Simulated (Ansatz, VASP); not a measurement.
# Two plane-wave programs on TaO

The input INCAR:

```
SYSTEM = TaO
PREC = Accurate
ENCUT = 600
EDIFF = 1E-6
ISMEAR = 0
SIGMA = 0.1
LREAL = .FALSE.
LASPH = .TRUE.
NELM = 60
ALGO = Normal
ISIF = 3
LWAVE = .FALSE.
LCHARG = .FALSE.
GGA = PE
IBRION = 2
NSW = 90
EDIFFG = -0.04
```

Contents of KPOINTS:

```
Automatic mesh
0
G
  4 4 4
  0 0 0
```

POSCAR

```
TaO
1.0
    4.8722012009      0.0000000000      0.0000000000
    0.0000000000      4.3870560721      0.0000000000
    0.0000000000      0.0000000000      4.1427889848
Ta O
4 4
Direct
    0.2550000000      0.0096000000      0.2500000000
    0.7450000000      0.9904000000      0.7500000000
    0.2550000000      0.4904000000      0.7500000000
    0.7450000000      0.5096000000      0.2500000000
    0.8593000000      0.0628000000      0.2500000000
    0.1407000000      0.9372000000      0.7500000000
    0.8593000000      0.4372000000      0.7500000000
    0.1407000000      0.5628000000      0.2500000000
```

Input for Ansatz:

```yaml
crystal:
  lattice:
    - [4.8722012009, 0.0, 0.0]
    - [0.0, 4.3870560721, 0.0]
    - [0.0, 0.0, 4.1427889848]
  atoms:
    - { symbol: Ta, position: [0.255, 0.0096, 0.25] }
    - { symbol: Ta, position: [0.745, 0.9904, 0.75] }
    - { symbol: Ta, position: [0.255, 0.4904, 0.75] }
    - { symbol: Ta, position: [0.745, 0.5096, 0.25] }
    - { symbol: O, position: [0.8593, 0.0628, 0.25] }
    - { symbol: O, position: [0.1407, 0.9372, 0.75] }
    - { symbol: O, position: [0.8593, 0.4372, 0.75] }
    - { symbol: O, position: [0.1407, 0.5628, 0.25] }
basis:
  ecutwfc: 420
kpoints:
  mp_grid: { grid: [4, 4, 4] }
hamiltonian:
  xc: pbe
scf:
  occupations: { method: gaussian, width: 0.1 }
  lower_state_search: "off"
output:
  forces: true
  stress: true
  eigenvalues: true
relax:
  adjacent_minimum: "off"
  f_tol: 0.04
  max_steps: 70
  cell: { stress_tol: 0.4 }
```

Alike in both runs: task relaxation of cell and atoms; functional PBE; k mesh 4 × 4 × 4; occupations gaussian, width 0.1 eV; no spin polarisation.

|  | VASP | Ansatz |
| --- | --- | --- |
| version | VASP 6.6.1 | Ansatz 0.2.0 |
| potentials or method | VASP PAW PBE potentials, release 64 (Ta_pv, O), cutoff 600 eV | scalar-relativistic, plane waves, PAW |
| valence electrons in the cell | 68 | 76 |

VASP gave:

```
gap on the k mesh at the Fermi level, each at its own relaxed structure (eV) : none
relaxed volume (Å³/atom)                                                     : 11.66
relaxed length of the cell vector where the two differ most in proportion (Å)              : 5.644
```

**Question.** Estimate Ansatz's values.

**Answer.** gap on the k mesh at the Fermi level, each at its own relaxed structure (eV): none; relaxed volume (Å³/atom): 11.65; relaxed length of the cell vector where the two differ most in proportion (Å): 5.655.

A gap of «none» marks a metal or a gap that the smearing closes. VASP's potentials hold 68 valence electrons a cell and Ansatz's 76, so a difference there can come from the potentials and not from the codes.

The k mesh is coarse, so the values compare programs but aren't converged. Neither program's run includes spin-orbit coupling.
